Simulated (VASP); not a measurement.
# MgI2 in VASP: a series of runs, part 2 of 2

VASP 6.6.1.

### 4 Single point, PBE+D3(BJ)

File INCAR:

```
PREC = Accurate
ENCUT = 520
EDIFF = 1E-6
ISMEAR = 0
SIGMA = 0.05
LREAL = F
LASPH = T
NELM = 60
ALGO = Normal
ISIF = 2
LWAVE = F
LCHARG = F
LDIPOL = T
IDIPOL = 3
DIPOL = 0.5 0.5 0.404
GGA = PE
IVDW = 12
NBANDS = 25
```

File KPOINTS:

```
Automatic mesh
0
Gamma
  9 9 1
```

File POSCAR:

```
MgI2
1.0
    4.1311066128      0.0000000000      0.0000000000
   -2.0655533064      3.5776432724      0.0000000000
    0.0000000000      0.0000000000     24.2265084657
I Mg
4 2
Direct
    0.3333333333      0.6666666667      0.1857469477
    0.6666666667      0.3333333333      0.3245723272
    1.3333333333      0.6666666667      0.4826636182
    1.6666666667      0.3333333333      0.6214889978
    0.0000000000      0.0000000000      0.2551596374
    1.0000000000      0.0000000000      0.5520763080
```

Potentials or basis: VASP PAW PBE potentials, release 64 (I, Mg).

Started as:

```
cat potpaw_PBE.64/I/POTCAR potpaw_PBE.64/Mg/POTCAR > POTCAR
mpirun -np 1 vasp_std > vasp.out
```

OUTCAR:

```text
PREC = Accurate
   ENCUT = 520
   EDIFF = 1E-6
   ISMEAR = 0
   LREAL = F
   LASPH = T
   NELM = 60
   ISIF = 2
   GGA = PE
   IVDW = 12
 IVDW          = 12

 ion  position               nearest neighbor table
   1  0.333  0.667  0.186-   5 2.92   5 2.92   5 2.92
   2  0.667  0.333  0.325-   5 2.92   5 2.92   5 2.92
   3  0.333  0.667  0.483-   6 2.92   6 2.92   6 2.92
   4  0.667  0.333  0.621-   6 2.92   6 2.92   6 2.92
   5  0.000  0.000  0.255-   1 2.92   1 2.92   1 2.92   2 2.92   2 2.92   2 2.92
   6  0.000  0.000  0.552-   3 2.92   4 2.92   3 2.92   4 2.92   3 2.92   4 2.92

  LATTYP: Found a hexagonal cell.
 ALAT       =     4.1311066128
 C/A-ratio  =     5.8644113397

  Lattice vectors:

 A1 = (   4.1311066128,   0.0000000000,   0.0000000000)
 A2 = (  -2.0655533064,   3.5776432724,   0.0000000000)
 A3 = (   0.0000000000,   0.0000000000,  24.2265084657)

Analysis of symmetry for initial positions (statically):
=====================================================================
 Subroutine PRICEL returns:
 Original cell was already a primitive cell.

 Routine SETGRP: Setting up the symmetry group for a
 hexagonal supercell.

 Subroutine GETGRP returns: Found 12 space group operations
 (whereof  6 operations were pure point group operations)
 out of a pool of 24 trial point group operations.

The static configuration has the point symmetry C_3v.
 The point group associated with its full space group is D_3d.

Analysis of symmetry for dynamics (positions and initial velocities):
=====================================================================
 Subroutine PRICEL returns:
 Original cell was already a primitive cell.

 Routine SETGRP: Setting up the symmetry group for a
 hexagonal supercell.

 Subroutine GETGRP returns: Found 12 space group operations
 (whereof  6 operations were pure point group operations)
 out of a pool of 24 trial point group operations.
[... 122 lines left out ...]
   GGA     = PE    functional components
   LHFCALC =     F    Hartree Fock is set to
   AEXX    =    0.0000 exact exchange contribution
   IVDW    =    12    specifies the selected vdW correction
   LEPSILON=     F    determine dielectric tensor
   LRPA    =     F    only Hartree local field effects (RPA)
 non-spin polarized calculation
 Gauss-broadening in eV      SIGMA  =   0.05
  energy-cutoff  :      520.00
  volume of cell :      358.06
 maximum number of plane-waves:      9709
 NGX is ok and might be reduce to    32
   NGX = 15   NGY = 15   NGZ = 91

 number of electron      32.0000002 magnetization

 dipolmoment           0.000000      0.000000     -0.000002 electrons x Angstroem

 Free energy of the ion-electron system (eV)
  ---------------------------------------------------
  ext. energy  EPLUGINS =         0.00000000
  ---------------------------------------------------
  free energy    TOTEN  =       -15.43743342 eV

  energy without entropy =      -15.43743342  energy(sigma->0) =      -15.43743342

 E-fermi :  -1.1762     XC(G=0):  -5.0949

 val. band max:       -1.4182386640   @ k =   0.0000   0.0000   0.0000
 cond. band min:       2.2137044323   @ k =   0.4444   0.0000   0.0000
 fundamental gap:      3.6319430963
 Fermi energy:        -1.1761658959

 k-point     1 :       0.0000    0.0000    0.0000
  band No.  band energies     occupation
      1     -13.3838      2.00000
      2     -13.3379      2.00000
      3     -12.8642      2.00000
      4     -12.8065      2.00000
      5      -4.6757      2.00000
      6      -4.3709      2.00000
[... 325 lines left out ...]
     24       6.5619      0.00000
     25       6.6212      0.00000

------------------------ aborting loop because EDIFF is reached ----------------------------------------

 vacuum level on the upper side and lower side of the slab       (xc-potential included)        -0.143        -0.141

 Edisp (eV)   -1.59864

 E8    (eV) :    -0.7346

  FORCE on cell =-STRESS in cart. coord.  units (eV):
  Direction    XX          YY          ZZ          XY          YZ          ZX
  --------------------------------------------------------------------------------------
  -------------------------------------------------------------------------------------
  Total      -0.20632    -0.20632    -0.43124    -0.00000     0.00000     0.00000
  in kB      -0.92321    -0.92321    -1.92965    -0.00000     0.00000     0.00000
  external pressure =       -1.26 kB  Pullay stress =        0.00 kB

 VOLUME and BASIS-vectors are now :
 -----------------------------------------------------------------------------
  energy-cutoff  :      520.00
  volume of cell :      358.06
      direct lattice vectors                 reciprocal lattice vectors
     4.131106613  0.000000000  0.000000000     0.242065890  0.139756807  0.000000000
    -2.065553306  3.577643272  0.000000000     0.000000000  0.279513614  0.000000000
     0.000000000  0.000000000 24.226508466     0.000000000  0.000000000  0.041277099

 POSITION                                       TOTAL-FORCE (eV/Angst)
 -----------------------------------------------------------------------------------
     -0.00000      2.38510      4.50000        -0.000000      0.000000      0.015102
      2.06555      1.19255      7.86325         0.000000     -0.000000      0.037170
     -0.00000      2.38510     11.69325        -0.000000      0.000000     -0.037170
      2.06555      1.19255     15.05651         0.000000     -0.000000     -0.015102
      0.00000      0.00000      6.18163         0.000000     -0.000000      0.014286
      0.00000      0.00000     13.37488        -0.000000      0.000000     -0.014286
 -----------------------------------------------------------------------------------
    total drift:                                0.000000     -0.000000     -0.000058

  FREE ENERGIE OF THE ION-ELECTRON SYSTEM (eV)
  ---------------------------------------------------
  free  energy   TOTEN  =       -17.0360716238 eV

  energy  without entropy=      -17.0360716238  energy(sigma->0) =      -17.03607162

 vacuum level on the upper side and lower side of the slab         4.782         4.783
```

Wall time 79 s (1 thread of AMD EPYC 9R45 (Zen 5), shared host); peak memory 0.43 GiB.

What came out:

* Free energy: -17.0361 eV
* Largest force: 0.037 eV/Å
* Band gap on the k mesh: 3.63 eV, indirect (least direct gap 3.93 eV)
* Dispersion energy per atom: -0.266 eV

Forces in eV/Å, atoms in the order of the input:
```
I    0.000  0.000  0.015
I    0.000  0.000  0.037
I    0.000  0.000 -0.037
I    0.000  0.000 -0.015
Mg   0.000  0.000  0.014
Mg   0.000  0.000 -0.014
```

Levels at points of the mesh, in eV from the valence-band top:
```tsv
k point	band 12	band 13	band 14	band 15	band 16	band 17	band 18	band 19	band 20	band 21
(0.00, 0.00, 0.00)	-0.27	-0.03	-0.03	0.00	0.00	3.93	4.36	4.92	4.94	5.89
```

Caveat: spin-orbit coupling is left out, which moves the levels of the heavy elements.

### 5 Single point, PBE+D3(BJ)

File INCAR:

```
SYSTEM = MgI2
PREC = Accurate ; ENCUT = 520
EDIFF = 1E-7 ; ISMEAR = 0
SIGMA = 0.05 ; LREAL = .FALSE.
LASPH = .TRUE. ; NELM = 60
ALGO = Normal ; ISIF = 2
LWAVE = .FALSE. ; LCHARG = .FALSE.
LDIPOL = .TRUE. ; IDIPOL = 3
DIPOL = 0.5 0.5 0.404 ; GGA = PE
IVDW = 12 ; NBANDS = 25
```

File KPOINTS:

```
regular mesh
0
G
  9 9 1
  0 0 0
```

POSCAR is that of step 4.

Started as:

```
cat potpaw_PBE.64/I/POTCAR potpaw_PBE.64/Mg/POTCAR > POTCAR
mpirun -np 1 vasp_std > vasp.out
```

It took 86 s on 1 thread of AMD EPYC 9R45 (Zen 5), shared host; peak memory 0.44 GiB.

Results (log left out):

| Property | Result |
| --- | --- |
| Free energy | -17.0361 eV |
| Largest force | 0.037 eV/Å |
| Band gap on the k mesh | 3.63 eV, indirect (least direct gap 3.93 eV) |
| Dispersion energy per atom | -0.266 eV |

Forces in eV/Å, atoms in the order of the input:
```
I    0.000  0.000  0.015
I    0.000  0.000  0.037
I    0.000  0.000 -0.037
I    0.000  0.000 -0.015
Mg   0.000  0.000  0.014
Mg   0.000  0.000 -0.014
```

Levels at points of the mesh, in eV from the valence-band top:
```csv
k point,band 14,band 15,band 16,band 17,band 18,band 19
"(0.00, 0.00, 0.00)",-0.03,0.00,0.00,3.93,4.36,4.92
```

Caveat: spin-orbit coupling is left out, which moves the levels of the heavy elements.
